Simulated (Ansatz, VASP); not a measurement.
## ScAs3 in VASP and in Ansatz

INCAR

```
SYSTEM = ScAs3
ALGO = Normal
EDIFF = 1E-6
EDIFFG = -0.01
ENCUT = 600
GGA = PE
IBRION = 2
ISIF = 3
ISMEAR = 0
LASPH = .TRUE.
LCHARG = .FALSE.
LREAL = .FALSE.
LWAVE = .FALSE.
NELM = 80
NSW = 100
PREC = Accurate
SIGMA = 0.1
```

File KPOINTS:

```
k-points
0
G
  12 12 12
  0 0 0
```

File POSCAR:

```
ScAs3
1.0
    4.3062783142      0.0000000000      0.0000000000
    0.0000000000      4.3062783142      0.0000000000
    0.0000000000      0.0000000000      4.3062783142
Sc As
1 3
Direct
    0.0000000000      0.0000000000      0.0000000000
    0.0000000000      0.5000000000      0.5000000000
    0.5000000000      0.0000000000      0.5000000000
    0.5000000000      0.5000000000      0.0000000000
```

Input for Ansatz:

```yaml
crystal:
  lattice:
    - [4.3062783142, 0.0, 0.0]
    - [0.0, 4.3062783142, 0.0]
    - [0.0, 0.0, 4.3062783142]
  atoms:
    - { symbol: Sc, position: [0.0, 0.0, 0.0] }
    - { symbol: As, position: [0.0, 0.5, 0.5] }
    - { symbol: As, position: [0.5, 0.0, 0.5] }
    - { symbol: As, position: [0.5, 0.5, 0.0] }
basis:
  ecutwfc: 420
kpoints:
  mp_grid: { grid: [12, 12, 12] }
hamiltonian:
  xc: pbe
scf:
  occupations: { method: gaussian, width: 0.1 }
output:
  forces: true
  stress: true
  eigenvalues: true
relax:
  adjacent_minimum: "off"
  f_tol: 0.01
  max_steps: 80
  cell: { stress_tol: 0.05 }
```

Alike in both runs: task relaxation of cell and atoms; functional PBE; k mesh 12 × 12 × 12; occupations gaussian, width 0.1 eV; no spin polarisation.

```csv
,VASP,Ansatz
version,VASP 6.6.1,Ansatz 0.2.0
potentials or method,"VASP PAW PBE potentials, release 64 (Sc_sv, As), cutoff 600 eV","scalar-relativistic, plane waves, PAW"
valence electrons in the cell,26,56
```

```tsv
	VASP	Ansatz	Ansatz less VASP
gap on the k mesh at the Fermi level, each at its own relaxed structure (eV)	none	none	-
relaxed volume (Å³/atom)	19.32	19.27	-0.049
relaxed length of the cell vector where the two differ most in proportion (Å)	4.259	4.256	-0.0036
```

A gap of «none» marks a metal or a gap that the smearing closes. VASP's potentials hold 26 valence electrons a cell and Ansatz's 56, so a difference there can come from the potentials and not from the codes.
